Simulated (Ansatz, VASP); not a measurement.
## One calculation of TaN, two programs

```
Ta N
1.0
     0.00000    2.19812    2.19812
     2.19812    0.00000    2.19812
     2.19812    2.19812    0.00000
Ta N
1 1
Cartesian
  0.0000 0.0000 0.0000
  2.1981 2.1981 2.1981
```

Alike in both runs: functional r2SCAN; k mesh 16 × 16 × 16; occupations gaussian, width 0.1 eV; no spin polarisation.

Ansatz relaxed the structure, and its values are those at the end. VASP's run is a single point on that final structure, the one shown.

|  | VASP | Ansatz |
| --- | --- | --- |
| version | VASP 6.6.1 | Ansatz 0.2.0 |
| potentials or method | VASP PAW PBE potentials, release 64 (Ta_sv_GW, N), cutoff 660 eV | scalar-relativistic, plane waves, PAW |
| valence electrons in the cell | 18 | 18 |

```csv
,VASP,Ansatz,Ansatz less VASP
gap on the k mesh at the Fermi level (eV),none,none,-
pressure (GPa),0.0,0.1,+0.04
```

VASP's potentials were made for PBE, not for r2SCAN. A gap of «none» marks a metal or a gap that the smearing closes.

Neither program's run includes spin-orbit coupling.
